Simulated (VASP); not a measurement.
The system is BP.

```
B P
1.0
     0.00000    2.14038    2.26832
     2.26832    0.00000    2.26832
     2.26832    2.14038    0.00000
B P
1 1
Direct
  0.00000 0.00000 0.00000
  0.25000 0.25000 0.25000
```

This cell differs from its parent crystal: uniaxial y strain -5.6%.

Program: VASP 6.6.1. Alike in all runs: task single point; potentials or basis VASP PAW PBE potentials, release 64 (B, P); no spin polarisation; cell as given; cutoff (eV) 520.

**Question.** Order these runs on this cell by their band gap on the k mesh, lowest first.
A. level r2SCAN; k mesh 10 × 10 × 10; smearing gaussian 0.01 eV
B. level PBE; k mesh 10 × 10 × 10; smearing fermi-dirac 0.02 eV
C. level HSE06; k mesh 6 × 6 × 6; smearing gaussian 0.01 eV; grid for exact exchange (PRECFOCK) Normal; screening parameter 0.2079 1/Å

**Answer.** B (0.28 eV), A (0.44 eV), C (1.10 eV).

A k mesh can miss the band edges.
